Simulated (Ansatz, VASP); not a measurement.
**One calculation of Si, two programs**

INCAR

```
PREC = Accurate
ENCUT = 520
EDIFF = 1E-6
ISMEAR = 0
SIGMA = 0.15
LREAL = False
LASPH = True
NELM = 100
ALGO = Normal
ISIF = 2
LWAVE = False
LCHARG = True
GGA = PS
LELF = True
LVHAR = True
NBANDS = 26
```

File KPOINTS:

```
Automatic mesh
0
Gamma
  10 10 10
```

File POSCAR:

```
Si
1.0
   -3.3438830573      3.3438830573      3.1104800199
    3.3438830573     -3.3438830573      3.1104800199
    3.3438830573      3.3438830573     -3.1104800199
Si
8
Direct
    0.2047947401      0.2047947401      0.2047947401
    0.5000000000      0.0000000000      0.2952052599
    0.2952052599      0.5000000000      0.0000000000
    0.0000000000      0.2952052599      0.5000000000
    0.7952052599      0.7952052599      0.7952052599
    0.5000000000      0.0000000000      0.7047947401
    0.7047947401      0.5000000000      0.0000000000
    0.0000000000      0.7047947401      0.5000000000
```

Input for Ansatz:

```yaml
crystal:
  lattice:
    - [-3.3438830573, 3.3438830573, 3.1104800199]
    - [3.3438830573, -3.3438830573, 3.1104800199]
    - [3.3438830573, 3.3438830573, -3.1104800199]
  atoms:
    - { symbol: Si, position: [0.2047947401, 0.2047947401, 0.2047947401] }
    - { symbol: Si, position: [0.5, 0.0, 0.2952052599] }
    - { symbol: Si, position: [0.2952052599, 0.5, 0.0] }
    - { symbol: Si, position: [0.0, 0.2952052599, 0.5] }
    - { symbol: Si, position: [0.7952052599, 0.7952052599, 0.7952052599] }
    - { symbol: Si, position: [0.5, 0.0, 0.7047947401] }
    - { symbol: Si, position: [0.7047947401, 0.5, 0.0] }
    - { symbol: Si, position: [0.0, 0.7047947401, 0.5] }
basis:
  ecutwfc: 420
kpoints:
  mp_grid: { grid: [10, 10, 10] }
hamiltonian:
  xc: pbesol
  pseudopotentials: { kind: paw, azcp: { folder: soft_1 } }
scf:
  occupations: { method: gaussian, width: 0.15 }
output:
  forces: true
  stress: true
  eigenvalues: true
```

Alike in both runs: task single point; functional PBEsol; k mesh 10 × 10 × 10; occupations gaussian, width 0.15 eV; no spin polarisation.

```csv
,VASP,Ansatz
version,VASP 6.6.1,Ansatz 0.2.0
potentials or method,"VASP PAW PBE potentials, release 64 (Si), cutoff 520 eV","scalar-relativistic, plane waves, PAW"
valence electrons in the cell,32,32
```

Ansatz gave:

| Quantity | Value |
| --- | --- |
| gap on the k mesh at the Fermi level (eV) | none |
| pressure (GPa) | 3.8 |
| traceless stress, the component that is largest in VASP (GPa) | 7.08 |
| rms of the force components (eV/Å) | 0.338 |

Task: Which values does VASP return?

Result: gap on the k mesh at the Fermi level (eV): none; pressure (GPa): 3.9; traceless stress, the component that is largest in VASP (GPa): 7.09; rms of the force components (eV/Å): 0.343.

VASP's potentials were made for PBE, not for PBEsol, and Ansatz warns of the same on its side. Atom by atom the forces differ by 0.007 eV/Å (rms over components). A gap of «none» marks a metal or a gap that the smearing closes.
